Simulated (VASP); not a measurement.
Set up this calculation in VASP 6.6.1, as the native input.

- Task: single point
- Functional: PBEsol
- Potentials or basis: VASP PAW PBE potentials, release 64 (Al, Ni)
- Cutoff: 600 eV
- k mesh: 20 × 20 × 20
- Occupations: gaussian, width 0.15 eV
- Spin: no spin polarisation
- Dipole correction: no
- Further INCAR settings: ALGO = Normal; EDIFF = 1e-06; NBANDS = 14

The structure of AlNi lies in POSCAR:

```
AlNi
1.0
    2.7190572744      0.0000000000      0.0000000000
    0.0000000000      2.7190572744      0.0000000000
    0.0000000000      0.0000000000      3.0052738296
Al Ni
1 1
Direct
    0.0000000000      0.0000000000      0.0000000000
    0.5000000000      0.5000000000      0.5000000000
```

This cell differs from its parent crystal: strain -0.050 along x and y, +0.050 along z.

These files were run (other wordings do the same):

INCAR

```
SYSTEM = AlNi
ALGO = Normal ; EDIFF = 1E-6
ENCUT = 600 ; GGA = PS
GGA_COMPAT = .False. ; ISIF = 2
ISMEAR = 0 ; LASPH = .True.
LCHARG = .False. ; LREAL = .False.
LWAVE = .False. ; NBANDS = 14
NELM = 120 ; PREC = Accurate
SIGMA = 0.15
```

KPOINTS

```
k-points
0
Gamma
  20 20 20
  0 0 0
```

Potentials or basis: VASP PAW PBE potentials, release 64 (Al, Ni).

Launch:

```sh
$ cat potpaw_PBE.64/Al/POTCAR potpaw_PBE.64/Ni/POTCAR > POTCAR
$ mpirun -np 1 vasp_std > vasp.out
```

Results of the run:

| Property | Result |
| --- | --- |
| Pressure | 11.1 GPa |
| Band gap on the k mesh | zero (an odd number of electrons rules out a gap without spin polarisation) |

Caveat: the cell differs from its parent crystal (strain -0.050 along x and y, +0.050 along z); the cell stands under pressure; the PAW data sets were made with another functional, which shifts forces and pressure a little.

It took 4.8 min on 1 thread of Intel Xeon 8259CL (shared host), peak memory 0.39 GiB.
